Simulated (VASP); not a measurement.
Runs of VASP 6.6.1 on MgS. The structure is that of space group P6_3/mmc (No. 194), or close to it. The cells are those of the table. 

| level | cell | k mesh | gap on the mesh (eV) | pressure (GPa) |
| --- | --- | --- | --- | --- |
| PBE | a = 3.629, b = 3.629, c = 6.116 Å, angles 90.0, 90.0, 120.0°, 4 atoms | 6 × 6 × 4 | 3.43 | 2.1 |
| r2SCAN | a = 3.571, b = 3.571, c = 6.022 Å, angles 90.0, 90.0, 120.0°, 4 atoms | 6 × 6 × 4 | 4.14 | 5.1 |
| r2SCAN | a = 3.645, b = 3.645, c = 6.147 Å, angles 90.0, 90.0, 120.0°, 4 atoms | 12 × 12 × 4 | (b) | (a) |
| r2SCAN | a = 3.609, b = 3.609, c = 6.085 Å, angles 90.0, 90.0, 120.0°, 4 atoms | 6 × 6 × 4 | (c) | 2.1 |
| PBE | a = 3.645, b = 3.645, c = 6.147 Å, angles 90.0, 90.0, 120.0°, 4 atoms | 12 × 12 × 4 | 3.41 | 0.9 |

Alike in all rows: task single point; potentials or basis VASP PAW PBE potentials, release 64 (Mg, S); no spin polarisation; cutoff (eV) 520; smearing gaussian 0.01 eV.

Problem. Estimate the missing entries.

Solution. (a) -0.5; (b) 4.05; (c) 4.10.

Caveats: the PAW data sets were made with another functional, which shifts forces and pressure a little (some runs).

A k mesh can miss the band edges.
